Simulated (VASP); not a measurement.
NbP: single point with PBE

The system is NbP.

```
CELL_PARAMETERS angstrom
-1.76111 1.76111 5.94939
1.76111 -1.76111 5.94939
1.76111 1.76111 -5.94939
ATOMIC_POSITIONS crystal
Nb 0.72810 0.72810 0.00000
Nb 0.47810 0.97810 0.50000
P 0.35452 0.35452 0.00000
P 0.10452 0.60452 0.50000
```

This cell differs from its parent crystal: strained.

* Program: VASP 6.6.1
* Task: single point
* Functional: PBE
* Potentials or basis: VASP PAW PBE potentials, release 64 (Nb_sv, P)
* Cutoff: 520 eV
* k mesh: 14 × 14 × 14
* Occupations: gaussian, width 0.05 eV
* Spin: no spin polarisation

```json
{
 "Pressure": "-4.0 GPa",
 "Largest force": "4.619 eV/Å",
 "Band gap on the k mesh": "zero (band 18 reaches 9.08 eV, above the bottom of band 19 at 8.60 eV)"
}
```

Forces in eV/Å, atoms in the order of the input:
```
Nb   0.000  0.000  4.619
Nb   0.000  0.000  4.619
P    0.000  0.000 -4.619
P    0.000  0.000 -4.619
```

Stress tensor (GPa, compression positive):
```
-6.01  0.00  0.00
 0.00 -6.01  0.00
 0.00  0.00  0.01
```

Levels at points of the mesh, in eV from the Fermi level:
| k point | band 15 | band 16 | band 17 | band 18 | band 19 | band 20 | band 21 | band 22 |
| --- | --- | --- | --- | --- | --- | --- | --- | --- |
| (0.00, 0.00, 0.00) | -1.51 | -1.42 | -1.42 | -1.23 | 0.84 | 1.60 | 1.92 | 2.06 |
| (0.50, 0.00, 0.00) | -2.79 | -1.71 | -1.24 | 0.04 | 0.67 | 0.86 | 1.54 | 2.45 |
| (0.50, 0.50, 0.00) | -2.27 | -2.27 | -0.57 | -0.57 | 1.47 | 1.47 | 2.12 | 2.12 |
| (0.50, 0.50, 0.50) | -2.20 | -2.20 | -0.79 | -0.79 | 1.19 | 1.19 | 1.70 | 1.70 |

It took 16 min on 1 thread of Intel Xeon 6975P-C, on a shared host, peak memory 0.6 GiB.

Caveat: the cell differs from its parent crystal (strained); forces of over 1 eV/Å act on the atoms, so gaps and moduli don't describe the material at rest.
